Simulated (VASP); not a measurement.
Wanted: the native input for a VASP 6.6.1 run.

```yaml
Task: single point
Functional: r2SCAN
Potentials_or_basis: VASP PAW PBE potentials, release 64 (Nb_sv, As)
Cutoff: 520 eV
k_mesh: 12 × 12 × 12
Occupations: gaussian, width 0.1 eV
Spin: collinear spin
Starting_moments: "[1.45, -0.1] μB"
Fixed_moment: 2 μB
Dipole_correction: no
Further_INCAR_settings: ALGO = Normal; EDIFF = 1e-06; NBANDS = 20
```

The system is NbAs.

```xyz
2
Lattice="0.0000 2.9260 2.9260 2.9260 0.0000 2.9260 2.9260 2.9260 0.0000" Properties=species:S:1:pos:R:3 pbc="T T T"
Nb    0.0000    0.0000    0.0000
As    1.4630    1.4630    1.4630
```

One way to write it, as run:

POSCAR

```
NbAs
1.0
    0.0000000000      2.9260237293      2.9260237293
    2.9260237293      0.0000000000      2.9260237293
    2.9260237293      2.9260237293      0.0000000000
Nb As
1 1
Direct
    0.0000000000      0.0000000000      0.0000000000
    0.2500000000      0.2500000000      0.2500000000
```

INCAR.step1

```
SYSTEM = NbAs
PREC = Accurate ; ENCUT = 520
ISMEAR = 0 ; SIGMA = 0.1
LREAL = .False. ; LASPH = .True.
NELM = 150 ; ISPIN = 2
MAGMOM = 1.45 -0.1 ; NUPDOWN = 2.0
LMAXMIX = 4 ; NBANDS = 20
GGA = PE ; ALGO = Normal
EDIFF = 1E-4 ; LWAVE = .True.
LCHARG = .False.
```

INCAR.step2

```
SYSTEM = NbAs
PREC = Accurate ; ENCUT = 520
EDIFF = 1E-6 ; ISMEAR = 0
SIGMA = 0.1 ; LREAL = .False.
LASPH = .True. ; NELM = 150
ALGO = Normal ; ISIF = 2
LWAVE = .False. ; LCHARG = .False.
ISPIN = 2 ; MAGMOM = 1.45 -0.1
LORBIT = 11 ; NUPDOWN = 2.0
LMAXMIX = 4 ; METAGGA = R2SCAN
LMIXTAU = .True. ; NBANDS = 20
ISTART = 1
```

KPOINTS

```
regular mesh
0
Gamma
  12 12 12
  0 0 0
```

Potentials or basis: VASP PAW PBE potentials, release 64 (Nb_sv, As).

Command:

```bash
$ cat potpaw_PBE.64/Nb_sv/POTCAR potpaw_PBE.64/As/POTCAR > POTCAR
$ cp INCAR.step1 INCAR
$ mpirun -np 1 vasp_std > vasp.out
$ cp INCAR.step2 INCAR
$ mpirun -np 1 vasp_std > vasp.out
```

Results of the run:

The pressure is 2.7 GPa. The net moment is 2.00 μB per cell, the site moments are Nb +1.57; As -0.10 μB and the valence electrons inside the program's atomic spheres are Nb 10.69; As 2.99.

Caveat: the PAW data sets were made with another functional, which shifts forces and pressure a little; the total moment is fixed, so each spin has its own Fermi level and the state may be an excited one.

Run time: 7.5 min on 1 thread of Intel Xeon 8259CL, with other jobs on the host, peak memory 0.29 GiB.
